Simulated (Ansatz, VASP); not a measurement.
## Two plane-wave programs on ZnPb2N2

The input INCAR:

```
PREC = Accurate
ENCUT = 520
EDIFF = 1E-6
ISMEAR = 0
SIGMA = 0.05
LREAL = F
LASPH = T
NELM = 100
ALGO = Normal
ISIF = 2
LWAVE = F
LCHARG = F
GGA = PE
IVDW = 12
NBANDS = 33
```

File KPOINTS:

```
regular mesh
0
Gamma
  9 9 4
```

The input POSCAR:

```
ZnPb2N2
1.0
    3.8781480764      0.0000000000      0.0000000000
   -1.9390740382      3.3585747538      0.0000000000
    0.0000000000      0.0000000000      8.3155783987
Zn Pb N
1 2 2
Direct
    0.0000000000      0.0000000000      0.5000000000
    0.6666666667      0.3333333333      0.1869330000
    0.3333333333      0.6666666667      0.8130670000
    0.0000000000      0.0000000000      0.6983190000
    0.0000000000      0.0000000000      0.3016810000
```

Input for Ansatz:

```yaml
crystal:
  lattice:
    - [3.8781480764, 0.0, 0.0]
    - [-1.9390740382, 3.3585747538, 0.0]
    - [0.0, 0.0, 8.3155783987]
  atoms:
    - { symbol: Zn, position: [0.0, 0.0, 0.5] }
    - { symbol: Pb, position: [0.6666666667, 0.3333333333, 0.186933] }
    - { symbol: Pb, position: [0.3333333333, 0.6666666667, 0.813067] }
    - { symbol: "N", position: [0.0, 0.0, 0.698319] }
    - { symbol: "N", position: [0.0, 0.0, 0.301681] }
basis:
  ecutwfc: 420
kpoints:
  mp_grid: { grid: [9, 9, 4] }
hamiltonian:
  xc: pbe
  dispersion: d3bj
scf:
  occupations: { method: gaussian, width: 0.05 }
output:
  forces: true
  stress: true
  eigenvalues: true
```

Alike in both runs: task single point; functional PBE; dispersion D3(BJ); k mesh 9 × 9 × 4; occupations gaussian, width 0.05 eV; no spin polarisation.

|  | VASP | Ansatz |
| --- | --- | --- |
| version | VASP 6.6.1 | Ansatz 0.2.0 |
| potentials or method | VASP PAW PBE potentials, release 64 (Zn, Pb_d, N), cutoff 520 eV | scalar-relativistic, plane waves, PAW |
| valence electrons in the cell | 50 | 50 |

|  | VASP | Ansatz | Ansatz less VASP |
| --- | --- | --- | --- |
| gap on the k mesh at the Fermi level (eV) | 0.28 | 0.28 | +0.005 |
| least direct gap on the mesh (eV) | 1.09 | 1.09 | -0.002 |
| pressure (GPa) | 5.1 | 4.7 | -0.33 |
| traceless stress, the component that is largest in VASP (GPa) | 20.70 | 20.03 | -0.662 |
| rms of the force components (eV/Å) | 1.890 | 1.821 | -0.0689 |

Atom by atom the forces differ by 0.069 eV/Å (rms over components).

Spin-orbit coupling is off throughout.
